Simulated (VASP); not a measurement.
InSb, 2 atoms in the cell. The structure is cubic, space group Fm-3m (No. 225). The conventional cell has a = 6.147 Å, b = 6.147 Å, c = 6.147 Å, α = 90.00°, β = 90.00°, γ = 90.00°. Within 4.0 Å of In (site symmetry m-3m) lie 6 Sb at 3.07 Å. Sb (site symmetry m-3m) has 6 In at 3.07 Å within 4.0 Å. 

```yaml
Program: VASP 6.6.1
Task: relaxation of cell and atoms
Functional: PBEsol
Potentials_or_basis: VASP PAW PBE potentials, release 64 (In_d, Sb)
Cutoff: 600 eV
k_mesh: 12 × 12 × 12
Occupations: gaussian, width 0.1 eV
Spin: no spin polarisation
Dipole_correction: no
Further_INCAR_settings: ALGO = Normal; EDIFF = 1e-06; IBRION = 2; EDIFFG = -0.005; NSW = 100; ISIF = 3
```

Potentials or basis: VASP PAW PBE potentials, release 64 (In_d, Sb).

Launch:

```console
$ cat potpaw_PBE.64/In_d/POTCAR potpaw_PBE.64/Sb/POTCAR > POTCAR
$ mpirun -np 1 vasp_std > vasp.out
```

Hardware: 1 thread of Intel(R) Xeon(R) Platinum 8488C (Sapphire Rapids), with other jobs on the host.

Task: Estimate the wall time of this run.

Result: Run time: 3 min on 1 thread of Intel(R) Xeon(R) Platinum 8488C (Sapphire Rapids), on a shared host, peak memory 0.25 GiB. Counts: scf iterations 54, k points 72, ion steps 15.
